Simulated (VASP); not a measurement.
# C (P6_3/mmc) in VASP: settings compared, part 2 of 2

VASP 6.6.1. The steps go on from the part before.

## (4) Single point, BLYP+D4

This run uses another cell than the first one, of 5.90 Å³/atom.

The input, INCAR:

```
AGGAC = 1.0
AGGAX = 1.0
ALDAC = 0.0
ALDAX = 1.0
ALGO = Normal
EDIFF = 1E-6
ENCUT = 520
GGA = B5
ISIF = 2
ISMEAR = -1
IVDW = 13
LASPH = True
LCHARG = True
LELF = True
LREAL = False
LVHAR = True
LWAVE = False
NBANDS = 26
NELM = 60
PREC = Accurate
SIGMA = 0.05
VDW_A1 = 0.44488865
VDW_A2 = 4.0933009
VDW_S6 = 1.0
VDW_S8 = 2.34076671
```

The input, KPOINTS:

```
k-points
0
Gamma
  12 12 4
```

The input, POSCAR:

```
C
1.0
    2.5552893324      0.0000000000      0.0000000000
   -1.2776446662      2.2129454759      0.0000000000
    0.0000000000      0.0000000000      8.3454953252
C
8
Direct
    0.6666666667      0.3333333333      0.8437500000
    0.3333333333      0.6666666667      0.3437500000
    0.6666666667      0.3333333333      0.6562500000
    0.3333333333      0.6666666667      0.1562500000
    0.0000000000      0.0000000000      0.9062500000
    0.0000000000      0.0000000000      0.4062500000
    0.0000000000      0.0000000000      0.5937500000
    0.0000000000      0.0000000000      0.0937500000
```

Potentials or basis: VASP PAW PBE potentials, release 64 (C).

On the command line:

```
$ cat potpaw_PBE.64/C/POTCAR > POTCAR
$ mpirun -np 1 vasp_std > vasp.out
```

OUTCAR:

```text
EDIFF = 1E-6
   ENCUT = 520
   GGA = B5
   ISIF = 2
   ISMEAR = -1
   IVDW = 13
   LASPH = True
   LREAL = False
   NELM = 60
   PREC = Accurate

 ion  position               nearest neighbor table
   1  0.667  0.333  0.844-   3 1.56   5 1.56   5 1.56   5 1.56
   2  0.333  0.667  0.344-   4 1.56   6 1.56   6 1.56   6 1.56
   3  0.667  0.333  0.656-   1 1.56   7 1.56   7 1.56   7 1.56
   4  0.333  0.667  0.156-   2 1.56   8 1.56   8 1.56   8 1.56
   5  0.000  0.000  0.906-   8 1.56   1 1.56   1 1.56   1 1.56
   6  0.000  0.000  0.406-   7 1.56   2 1.56   2 1.56   2 1.56
   7  0.000  0.000  0.594-   6 1.56   3 1.56   3 1.56   3 1.56
   8  0.000  0.000  0.094-   5 1.56   4 1.56   4 1.56   4 1.56

  LATTYP: Found a hexagonal cell.
 ALAT       =     2.5552893324
 C/A-ratio  =     3.2659688355

  Lattice vectors:

 A1 = (   2.5552893324,   0.0000000000,   0.0000000000)
 A2 = (  -1.2776446662,   2.2129454759,   0.0000000000)
 A3 = (   0.0000000000,   0.0000000000,   8.3454953252)

Analysis of symmetry for initial positions (statically):
=====================================================================
 Subroutine PRICEL returns:
 Original cell was already a primitive cell.

 Routine SETGRP: Setting up the symmetry group for a
 hexagonal supercell.

 Subroutine GETGRP returns: Found 24 space group operations
 (whereof 12 operations were pure point group operations)
 out of a pool of 24 trial point group operations.

The static configuration has the point symmetry D_3d.
 The point group associated with its full space group is D_6h.

Analysis of symmetry for dynamics (positions and initial velocities):
=====================================================================
 Subroutine PRICEL returns:
 Original cell was already a primitive cell.

 Routine SETGRP: Setting up the symmetry group for a
 hexagonal supercell.

 Subroutine GETGRP returns: Found 24 space group operations
 (whereof 12 operations were pure point group operations)
 out of a pool of 24 trial point group operations.

[... 138 lines left out ...]
   GGA     = B5    functional components
   LHFCALC =     F    Hartree Fock is set to
   AEXX    =    0.0000 exact exchange contribution
   IVDW    =    13    specifies the selected vdW correction
   LEPSILON=     F    determine dielectric tensor
   LRPA    =     F    only Hartree local field effects (RPA)
 non-spin polarized calculation
  energy-cutoff  :      520.00
  volume of cell :       47.19
 maximum number of plane-waves:      1288
 NGX is ok and might be reduce to    20
   NGX =  9   NGY =  9   NGZ = 31

 number of electron      31.9999994 magnetization

 Free energy of the ion-electron system (eV)
  ---------------------------------------------------
  ext. energy  EPLUGINS =         0.00000000
  ---------------------------------------------------
  free energy    TOTEN  =       -66.80363860 eV

  energy without entropy =      -66.80363860  energy(sigma->0) =      -66.80363860

 E-fermi :  10.6025     XC(G=0): -12.3541

 val. band max:        9.5799706171   @ k =   0.0000   0.0000   0.0000
 cond. band min:      14.2237742040   @ k =   0.4167   0.0000   0.0000
 fundamental gap:      4.6438035868
 Fermi energy:        10.6025006720

 k-point     1 :       0.0000    0.0000    0.0000
  band No.  band energies     occupation
      1     -11.2375      2.00000
      2      -9.6026      2.00000
      3      -9.5557      2.00000
      4      -5.7288      2.00000
      5      -3.2473      2.00000
      6       3.1866      2.00000
[... 685 lines left out ...]
     25      19.8276      0.00000
     26      21.6252      0.00000

 [... further k-points ...]

------------------------ aborting loop because EDIFF is reached ----------------------------------------

  DFT-D4 for vdW energy calculation

  Edisp (eV):   -3.20407

  FORCE on cell =-STRESS in cart. coord.  units (eV):
  Direction    XX          YY          ZZ          XY          YZ          ZX
  --------------------------------------------------------------------------------------
  -------------------------------------------------------------------------------------
  Total      -5.27584    -5.27584    -1.98546     0.00000     0.00000     0.00000
  in kB    -179.11794  -179.11794   -67.40748     0.00000     0.00000     0.00000
  external pressure =     -141.88 kB  Pullay stress =        0.00 kB

 VOLUME and BASIS-vectors are now :
 -----------------------------------------------------------------------------
  energy-cutoff  :      520.00
  volume of cell :       47.19
      direct lattice vectors                 reciprocal lattice vectors
     2.555289332  0.000000000  0.000000000     0.391345116  0.225943208  0.000000000
    -1.277644666  2.212945476  0.000000000     0.000000000  0.451886416  0.000000000
     0.000000000  0.000000000  8.345495325     0.000000000  0.000000000  0.119825123

 POSITION                                       TOTAL-FORCE (eV/Angst)
 -----------------------------------------------------------------------------------
      1.27764      0.73765      7.04151         0.000000      0.000000      0.292163
     -0.00000      1.47530      2.86876        -0.000000      0.000000      0.292163
      1.27764      0.73765      5.47673         0.000000      0.000000     -0.292163
     -0.00000      1.47530      1.30398        -0.000000      0.000000     -0.292163
      0.00000      0.00000      7.56311         0.000000     -0.000000      0.312735
      0.00000      0.00000      3.39036        -0.000000      0.000000      0.312735
      0.00000      0.00000      4.95514         0.000000     -0.000000     -0.312735
      0.00000      0.00000      0.78239        -0.000000      0.000000     -0.312735
 -----------------------------------------------------------------------------------
    total drift:                               -0.000000     -0.000000      0.000000

  FREE ENERGIE OF THE ION-ELECTRON SYSTEM (eV)
  ---------------------------------------------------
  free  energy   TOTEN  =       -70.0077107665 eV

  energy  without entropy=      -70.0077107665  energy(sigma->0) =      -70.00771077
```

It took 80 s on 1 thread of Intel Xeon Platinum 8259CL at 2.50GHz (Skylake/Cascade Lake), shared host; peak memory 0.18 GiB.

Results:

| Property | Result |
| --- | --- |
| Free energy | -70.0077 eV |
| Pressure | -14.2 GPa |
| Largest force | 0.313 eV/Å |
| Band gap on the k mesh | 4.64 eV (least direct gap 5.26 eV) |
| Dispersion energy per atom | -0.401 eV |

Forces in eV/Å, atoms in the order of the input:
```
C    0.000  0.000  0.292
C    0.000  0.000  0.292
C    0.000  0.000 -0.292
C    0.000  0.000 -0.292
C    0.000  0.000  0.313
C    0.000  0.000  0.313
C    0.000  0.000 -0.313
C    0.000  0.000 -0.313
```

Stress tensor (GPa, compression positive):
```
-17.91   0.00   0.00
  0.00 -17.91   0.00
  0.00   0.00  -6.74
```

Caveat: the cell stands under tension; the PAW data sets were made with another functional, which shifts forces and pressure a little.

## (5) Single point, LDA

This run uses another cell than the first one, of 5.90 Å³/atom.

The input, INCAR:

```
SYSTEM = C
PREC = Accurate
ENCUT = 520
EDIFF = 1E-7
ISMEAR = -1
SIGMA = 0.05
LREAL = .FALSE.
LASPH = .TRUE.
NELM = 80
ALGO = Normal
ISIF = 2
LWAVE = .FALSE.
LCHARG = .FALSE.
GGA = CA
NBANDS = 26
```

The input, KPOINTS:

```
Automatic mesh
0
G
  12 12 4
  0 0 0
```

POSCAR is that of step 4.

Potentials or basis: VASP PAW LDA potentials, release 64 (C).

On the command line:

```
$ cat potpaw_LDA.64/C/POTCAR > POTCAR
$ mpirun -np 1 vasp_std > vasp.out
```

Wall time 53 s (1 thread of Intel Xeon Platinum 8259CL at 2.50GHz (Skylake/Cascade Lake), shared host); peak memory 0.16 GiB.

It converged, with:

* Free energy: -80.6385 eV
* Pressure: -26.6 GPa
* Largest force: 0.307 eV/Å
* Band gap on the k mesh: 4.27 eV (least direct gap 5.05 eV)

Forces in eV/Å, atoms in the order of the input:
```
C    0.000  0.000  0.306
C    0.000  0.000  0.306
C    0.000  0.000 -0.306
C    0.000  0.000 -0.306
C    0.000  0.000  0.307
C    0.000  0.000  0.307
C    0.000  0.000 -0.307
C    0.000  0.000 -0.307
```

Stress tensor (GPa, compression positive):
```
-30.38   0.00   0.00
  0.00 -30.38   0.00
  0.00   0.00 -19.13
```

Levels at points of the mesh, in eV from the valence-band top:
```
           k point  band 13  band 14  band 15  band 16  band 17  band 18  band 19  band 20
(0.00, 0.00, 0.00)    -1.67    -0.21     0.00     0.00     5.05     5.05     5.54     6.80
(0.50, 0.00, 0.00)    -4.81    -4.37    -3.56    -2.81     4.32     5.41     5.70     5.84
(0.00, 0.00, 0.50)    -0.65    -0.65    -0.65    -0.65     5.80     5.80     5.80     5.80
(0.50, 0.00, 0.50)    -4.54    -4.54    -3.51    -3.51     4.67     4.67     6.88     6.88
```

Caveat: the cell stands under tension. LDA gaps usually lie below the measured ones, often by a third to a half.

## (6) The runs side by side

```tsv
task	level	potentials or basis	cell	k mesh	gap on the mesh (eV)	pressure (GPa)	largest force (eV/Å)
relaxation of the atoms	PBE	VASP PAW PBE potentials, release 64 (C)	atoms relaxed from a = 2.472, b = 2.472, c = 8.237 Å, angles 90.0, 90.0, 120.0°, 8 atoms	10 × 10 × 3	4.72	22.2	-
relaxation of the atoms	PBE	VASP PAW PBE potentials, release 64 (C)	atoms relaxed from a = 2.497, b = 2.497, c = 8.237 Å, angles 90.0, 90.0, 120.0°, 8 atoms	10 × 10 × 3	4.59	12.1	-
single point	BLYP+D4	VASP PAW PBE potentials, release 64 (C)	a = 2.555, b = 2.555, c = 8.345 Å, angles 90.0, 90.0, 120.0°, 8 atoms	12 × 12 × 4	4.64	-14.2	0.31
single point	LDA	VASP PAW LDA potentials, release 64 (C)	a = 2.555, b = 2.555, c = 8.345 Å, angles 90.0, 90.0, 120.0°, 8 atoms	12 × 12 × 4	4.27	-26.6	0.31
```

Alike in all rows: no spin polarisation; cutoff (eV) 520; smearing fermi-dirac 0.05 eV.

Caveats: an odd mesh through Γ misses points on the zone boundary, where band edges can lie (at least some runs); the cell stands under tension (at least some runs); the PAW data sets were made with another functional, which shifts forces and pressure a little (at least some runs).

Total energies depend on the potentials used, so only differences within one code and one set of settings carry meaning.
